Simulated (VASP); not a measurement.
**SnTe: single point with PBEsol**

SnTe:

```xyz
2
Lattice="0.0000 3.1565 3.1565 3.1565 0.0000 3.1565 3.1565 3.1565 0.0000" Properties=species:S:1:pos:R:3 pbc="T T T"
Sn    0.0000    0.0000    0.0000
Te    3.1565    3.1565    3.1565
```

* Program: VASP 6.6.1
* Task: single point
* Functional: PBEsol
* Potentials or basis: VASP PAW PBE potentials, release 64 (Sn_d, Te)
* Cutoff: 520 eV
* k mesh: 11 × 11 × 11
* Occupations: fermi-dirac, width 0.08 eV
* Spin: no spin polarisation
* Dipole correction: no
* k mesh for the DOS: 17 × 17 × 17
* Occupations for the DOS: tetrahedron
* Further INCAR settings: ALGO = Normal; EDIFF = 1e-06

```
Valence electrons inside the program's atomic spheres : Sn 12.08; Te 3.37
```

Levels at points of the mesh, in eV from the Fermi level:
| k point | band 7 | band 8 | band 9 | band 10 | band 11 | band 12 | band 13 | band 14 |
| --- | --- | --- | --- | --- | --- | --- | --- | --- |
| (0.00, 0.00, 0.00) | -4.64 | -2.02 | -2.02 | -2.02 | 3.42 | 3.42 | 3.42 | 4.82 |

It took 3.7 min on 1 thread of Intel Xeon 8259CL, on a shared host, peak memory 0.32 GiB.

Caveat: this odd mesh misses L, so gap, dielectric constants and Born charges aren't listed; spin-orbit coupling is left out, which moves the levels of the heavy elements.
